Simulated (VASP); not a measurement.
Wanted: the native input for a VASP 6.6.1 run.

```yaml
Task: single point
Functional: PBEsol
Potentials_or_basis: VASP PAW PBE potentials, release 64 (Ta_pv, N)
Cutoff: 520 eV
k_mesh: 24 × 24 × 24
Occupations: gaussian, width 0.15 eV
Spin: no spin polarisation
Dipole_correction: no
Further_INCAR_settings: ALGO = Normal; EDIFF = 1e-06; NBANDS = 15
```

The structure of TaN lies in POSCAR:

```
TaN
1.0
    0.0000000000      2.3109109702      2.3109109702
    2.1878447055      0.1230662647      2.1878447055
    2.1878447055      2.1878447055      0.1230662647
Ta N
1 1
Direct
    0.5000000000      0.5000000000      0.5000000000
    0.0000000000      0.0000000000      0.0000000000
```

This cell differs from its parent crystal: strain +0.1125 x Voigt [0, 0, 0, 1, 0, 0].

The input as run:

INCAR

```
SYSTEM = TaN
ALGO = Normal
EDIFF = 1E-6
ENCUT = 520
GGA = PS
ISIF = 2
ISMEAR = 0
LASPH = .TRUE.
LCHARG = .FALSE.
LREAL = .FALSE.
LWAVE = .FALSE.
NBANDS = 15
NELM = 80
PREC = Accurate
SIGMA = 0.15
```

KPOINTS

```
k-points
0
G
  24 24 24
  0 0 0
```

Potentials or basis: VASP PAW PBE potentials, release 64 (Ta_pv, N).

The run is started by

```console
$ cat potpaw_PBE.64/Ta_pv/POTCAR potpaw_PBE.64/N/POTCAR > POTCAR
$ mpirun -np 1 vasp_std > vasp.out
```

It gave:

```
Pressure               : 2.6 GPa
Band gap on the k mesh : zero (band 8 reaches 11.08 eV, above the bottom of band 9 at 6.96 eV)
```

Caveat: the cell differs from its parent crystal (strain +0.1125 x Voigt [0, 0, 0, 1, 0, 0]); the PAW data sets were made with another functional, which shifts forces and pressure a little; spin-orbit coupling is left out, which moves the levels of the heavy elements.

Wall time 3.6 min on 1 thread of Intel(R) Xeon(R) Platinum 8488C (Sapphire Rapids), on a shared host, peak memory 0.68 GiB.
